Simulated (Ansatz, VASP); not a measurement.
# Ni in VASP and in Ansatz

```
CELL_PARAMETERS angstrom
-1.46029 1.46029 1.24580
1.46029 -1.46029 1.24580
1.46029 1.46029 -1.24580
ATOMIC_POSITIONS crystal
Ni 0.00000 0.00000 0.00000
```

Alike in both runs: functional r2SCAN; k mesh 10 × 10 × 10; occupations gaussian, width 0.1 eV; collinear spin.

Ansatz relaxed the structure, and its values are those at the end. VASP's run is a single point on that final structure, the one shown.

|  | VASP | Ansatz |
| --- | --- | --- |
| version | VASP 6.6.1 | Ansatz 0.2.0 |
| potentials or method | VASP PAW PBE potentials, release 64 (Ni), cutoff 520 eV | scalar-relativistic, plane waves, PAW |
| valence electrons in the cell | 10 | 18 |

```csv
,VASP,Ansatz,Ansatz less VASP
gap on the k mesh at the Fermi level (eV),none,none,-
pressure (GPa),0.3,0.0,-0.24
net moment per atom (μB),0.71,0.72,+0.012
size of the moment on the site where the two differ most (μB),0.73,0.79,+0.060
```

VASP's potentials were made for PBE, not for r2SCAN. Site moments also hang on the region over which each program counts them. A gap of «none» marks a metal or a gap that the smearing closes. VASP's potentials hold 10 valence electrons a cell and Ansatz's 18, so a difference there can come from the potentials and not from the codes.
